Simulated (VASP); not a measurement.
Runs of VASP 6.6.1 on As. The structure is that of space group Cmce (No. 64), or close to it. The cells are those of the table. 

```csv
task,cell,k mesh,smearing,gap on the mesh (eV),pressure (GPa),largest force (eV/Å)
single point,"a = 5.728, b = 5.728, c = 4.299 Å, angles 90.0, 90.0, 141.9°, 4 atoms",12 × 12 × 10,gaussian 0.1 eV,none,0.3,0.06
single point,"a = 5.734, b = 5.734, c = 4.288 Å, angles 90.0, 90.0, 142.0°, 4 atoms",12 × 12 × 10,fermi-dirac 0.15 eV,none,0.3,0.06
single point,"a = 5.726, b = 5.726, c = 4.285 Å, angles 90.0, 90.0, 141.9°, 4 atoms",10 × 10 × 8,gaussian 0.01 eV,none,0.4,0.06
electric field gradients,"a = 5.734, b = 5.734, c = 4.288 Å, angles 90.0, 90.0, 142.0°, 4 atoms",12 × 12 × 10,fermi-dirac 0.15 eV,none,0.3,0.06
single point,"a = 5.795, b = 5.795, c = 4.470 Å, angles 90.0, 90.0, 143.3°, 4 atoms",6 × 6 × 4,gaussian 0.1 eV,0.28,0.4,(a)
```

Alike in all rows: level PBE+D3(BJ); potentials or basis VASP PAW PBE potentials, release 64 (As); no spin polarisation; cutoff (eV) 520.

Problem. Fill in the values left out.

Solution. (a) 0.14.

Caveats: pairwise dispersion overbinds metals, which lowers pressure and volume (some runs).

A k mesh can miss the band edges, and the runs leave out spin-orbit coupling on As.

A gap of «none» marks levels without a gap at the run's occupations.
